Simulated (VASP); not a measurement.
# Cd3InO (Pmmm) in VASP: a series of runs, part 2 of 2

VASP 6.6.1. The steps go on from the part before.

### 5 Relaxation of cell and atoms, PBE

Contents of INCAR:

```
SYSTEM = Cd3InO
PREC = Accurate
ENCUT = 600
EDIFF = 1E-7
ISMEAR = 0
SIGMA = 0.1
LREAL = .False.
LASPH = .True.
NELM = 60
ALGO = Normal
ISIF = 3
LWAVE = .False.
LCHARG = .False.
GGA = PE
IBRION = 2
NSW = 90
EDIFFG = -0.04
```

Contents of KPOINTS:

```
regular mesh
0
Gamma
  4 4 4
  0 0 0
```

Contents of POSCAR:

```
Cd3InO
1.0
    4.4894759700      0.0000000000      0.0000000000
    0.0000000000      4.6145095800      0.0000000000
    0.0000000000      0.0000000000      6.1641865400
Cd In O
3 1 1
Direct
    0.0000000000      0.0000000000      0.1875547700
    0.0000000000      0.0000000000      0.8124452300
    0.0000000000      0.5000000000      0.0000000000
    0.0000000000      0.5000000000      0.5000000000
    0.5000000000      0.0000000000      0.0000000000
```

Launch:

```
$ cat potpaw_PBE.64/Cd/POTCAR potpaw_PBE.64/In_d/POTCAR potpaw_PBE.64/O/POTCAR > POTCAR
$ mpirun -np 1 vasp_std > vasp.out
```

Run time: 26 min. Hardware: 1 thread of Oxide Virtual Turin-like, shared host; peak memory 0.33 GiB.

It converged, with:

* Free energy: -11.1403 eV
* Relaxed volume: 22.24 Å³/atom
* Relaxed cell: a = 3.206 Å, b = 5.789 Å, c = 5.991 Å, α = 90.00°, β = 90.00°, γ = 90.00°
* Space group after relaxing (to 0.05 Å): Pmmm (No. 47)
* Energy gained by relaxing: 756.5 meV/atom
* Ionic steps: 19
* Pressure after relaxing: 0.0 GPa
* Largest force after relaxing: 0.009 eV/Å

Forces in eV/Å, atoms in the order of the input:
```
Cd   0.000  0.000  0.009
Cd   0.000  0.000 -0.009
Cd   0.000  0.000  0.000
In   0.000  0.000  0.000
O    0.000  0.000  0.000
```

Stress tensor (GPa, compression positive):
```
 0.01  0.00  0.00
 0.00  0.05  0.00
 0.00  0.00 -0.13
```

The path:
```csv
step,energy change (eV),largest force (eV/Å),pressure (GPa),volume (Å³)
1,0.0000,6.4919,9.18,127.70
2,-1.6371,0.7075,-6.11,155.06
3,-1.8765,0.1290,-3.84,143.88
4,-2.4161,0.3063,-3.27,132.59
5,-2.8578,2.7336,9.79,99.88
6,-3.0182,1.1124,0.15,115.78
7,-3.1039,1.5408,2.13,110.64
8,-3.1092,1.7750,3.55,108.00
9,-3.3449,1.3061,3.09,106.07
10,-3.4070,1.0243,3.43,104.30
11,-3.6097,0.2380,-0.60,109.83
12,-3.6305,0.0897,-1.88,112.26
13,-3.7412,0.2252,-0.96,111.21
14,-3.7529,0.2996,-0.49,110.77
15,-3.7756,0.0279,0.48,109.66
16,-3.7760,0.0814,0.65,109.49
17,-3.7813,0.0559,0.16,110.68
18,-3.7817,0.0467,-0.01,111.10
19,-3.7823,0.0087,-0.02,111.19
```

Final structure:
```
Cd In O
1.0
     3.20584    0.00000    0.00000
     0.00000    5.78862    0.00000
     0.00000    0.00000    5.99148
Cd In O
3 1 1
Direct
  0.00000 0.00000 0.26971
  0.00000 0.00000 0.73029
  0.00000 0.50000 0.00000
  0.00000 0.50000 0.50000
  0.50000 0.00000 0.00000
```

Levels at points of the mesh, in eV from the Fermi level:
```csv
k point,band 25,band 26,band 27,band 28,band 29,band 30,band 31,band 32
"(0.00, 0.00, 0.00)",-2.48,-1.82,-1.62,-0.88,-0.34,3.39,3.92,4.67
"(0.50, 0.00, 0.00)",-1.97,-1.75,0.29,0.43,0.82,2.15,2.37,2.77
"(0.00, 0.50, 0.00)",-2.70,-1.80,-1.70,-0.60,1.52,2.44,4.17,4.94
"(0.50, 0.50, 0.00)",-2.38,-1.32,-0.93,0.66,1.03,1.83,2.66,2.76
"(0.00, 0.00, 0.50)",-2.98,-1.69,-0.98,-0.92,0.93,2.33,4.16,4.30
"(0.50, 0.00, 0.50)",-1.97,-0.61,-0.61,0.56,1.09,1.47,2.66,4.02
"(0.00, 0.50, 0.50)",-2.13,-1.68,-1.45,-1.35,3.92,4.04,4.56,5.06
"(0.50, 0.50, 0.50)",-2.28,-1.92,-1.53,-0.61,1.46,2.67,3.23,3.83
```

Caveat: spin-orbit coupling is left out, which moves the levels of the heavy elements; an odd number of electrons without spin polarisation forces a metal; a magnetic or distorted state may lie lower.

### 6 Relaxation of cell and atoms, PBE

This run uses another cell than the first one, of 22.29 Å³/atom, 0.873 times its volume.

Contents of INCAR:

```
SYSTEM = Cd3InO
  ALGO = Normal
  EDIFF = 1E-7
  EDIFFG = -0.04
  ENCUT = 600
  GGA = PE
  IBRION = 2
  ISIF = 3
  ISMEAR = 0
  LASPH = .TRUE.
  LCHARG = .FALSE.
  LREAL = .FALSE.
  LWAVE = .FALSE.
  NELM = 100
  NSW = 90
  PREC = Accurate
  SIGMA = 0.1
```

Contents of KPOINTS:

```
k-points
0
G
  6 4 4
  0 0 0
```

Contents of POSCAR:

```
Cd3InO
1.0
    3.1967109816      0.0000000000      0.0000000000
    0.0000000000      5.8454150405      0.0000000000
    0.0000000000      0.0000000000      5.9645784392
Cd In O
3 1 1
Direct
    0.0000000000      0.0000000000      0.2692241474
    0.0000000000      0.0000000000      0.7307758526
    0.0000000000      0.5000000000      0.0000000000
    0.0000000000      0.5000000000      0.5000000000
    0.5000000000      0.0000000000      0.0000000000
```

Potentials or basis: VASP PAW PBE potentials, release 64 (Cd, In_d, O).

Launch:

```
$ cat potpaw_PBE.64/Cd/POTCAR potpaw_PBE.64/In_d/POTCAR potpaw_PBE.64/O/POTCAR > POTCAR
$ mpirun -np 1 vasp_std > vasp.out
```

It took 5.3 min on 1 thread of Oxide Virtual Turin-like, shared host; peak memory 0.32 GiB.

It converged, with:

```
Free energy                            : -11.0061 eV
Relaxed volume                         : 22.51 Å³/atom
Relaxed cell                           : a = 3.201 Å, b = 5.858 Å, c = 6.002 Å, α = 90.00°, β = 90.00°, γ = 90.00°
Space group after relaxing (to 0.05 Å) : Pmmm (No. 47)
Energy gained by relaxing              : 0.6 meV/atom
Ionic steps                            : 3
Pressure after relaxing                : 0.0 GPa
Largest force after relaxing           : 0.022 eV/Å
```

Forces on the atoms (eV/Å):
```
Cd   0.000  0.000 -0.022
Cd   0.000  0.000  0.022
Cd   0.000  0.000  0.000
In   0.000  0.000  0.000
O    0.000  0.000  0.000
```

Stress tensor (GPa, compression positive):
```
-0.28  0.00  0.00
 0.00  0.15  0.00
 0.00  0.00  0.04
```

Step by step:
```tsv
step	energy change (eV)	largest force (eV/Å)	pressure (GPa)	volume (Å³)
1	0.0000	0.0562	0.56	111.45
2	-0.0028	0.0357	-0.13	112.73
3	-0.0028	0.0225	-0.03	112.54
```

Final structure:
```xyz
5
Lattice="3.2012 0.0000 0.0000 0.0000 5.8576 0.0000 0.0000 0.0000 6.0016" Properties=species:S:1:pos:R:3 pbc="T T T"
Cd    0.0000    5.8576    1.6181
Cd    0.0000    0.0000    4.3835
Cd    0.0000    2.9288    0.0000
In    0.0000    2.9288    3.0008
O     1.6006    5.8576    0.0000
```

Levels at points of the mesh, in eV from the Fermi level:
| k point | band 26 | band 27 | band 28 | band 29 | band 30 | band 31 |
| --- | --- | --- | --- | --- | --- | --- |
| (0.00, 0.00, 0.00) | -1.99 | -1.99 | -1.19 | -0.63 | 3.09 | 3.59 |
| (0.50, 0.00, 0.00) | -2.08 | 0.07 | 0.19 | 0.54 | 1.86 | 2.03 |
| (0.00, 0.50, 0.00) | -1.98 | -1.98 | -0.93 | 1.30 | 2.19 | 3.65 |
| (0.50, 0.50, 0.00) | -1.51 | -1.31 | 0.40 | 0.79 | 1.53 | 2.41 |
| (0.00, 0.00, 0.50) | -1.87 | -1.28 | -1.23 | 0.62 | 2.03 | 3.81 |
| (0.50, 0.00, 0.50) | -1.00 | -0.89 | 0.29 | 0.71 | 1.18 | 2.43 |
| (0.00, 0.50, 0.50) | -1.86 | -1.72 | -1.57 | 3.53 | 3.70 | 4.03 |
| (0.50, 0.50, 0.50) | -2.11 | -1.76 | -1.03 | 1.14 | 2.42 | 3.00 |

Caveat: spin-orbit coupling is left out, which moves the levels of the heavy elements; an odd number of electrons without spin polarisation forces a metal; a magnetic or distorted state may lie lower.

### 7 Summary

| task | cell | k mesh | cutoff (eV) | gap on the mesh (eV) | pressure (GPa) | relaxed volume (Å³/atom) | largest force (eV/Å) |
| --- | --- | --- | --- | --- | --- | --- | --- |
| single point | a = 4.489, b = 4.615, c = 6.164 Å, 5 atoms | 4 × 4 × 4 | 520 | none | 9.2 | - | 6.49 |
| single point | a = 3.186, b = 5.866, c = 5.992 Å, 5 atoms | 6 × 4 × 4 | 520 | none | 0.4 | - | 0.09 |
| single point | a = 3.197, b = 5.845, c = 5.965 Å, 5 atoms | 4 × 4 × 4 | 520 | none | 0.5 | - | 0.09 |
| relaxation of cell and atoms | relaxed from a = 4.489, b = 4.615, c = 6.164 Å, 5 atoms | 4 × 4 × 4 | 600 | none | 0.0 | 22.24 | 0.01 |
| relaxation of cell and atoms | relaxed from a = 3.197, b = 5.845, c = 5.965 Å, 5 atoms | 6 × 4 × 4 | 600 | none | 0.0 | 22.51 | 0.02 |

Alike in all rows: level PBE; potentials or basis VASP PAW PBE potentials, release 64 (Cd, In_d, O); no spin polarisation; smearing gaussian 0.1 eV.

Caveats: some runs use coarse meshes; spin-orbit coupling is left out, which moves the levels of the heavy elements; an odd number of electrons without spin polarisation forces a metal; a magnetic or distorted state may lie lower.

Absolute energies hang on the potentials; compare differences alone.
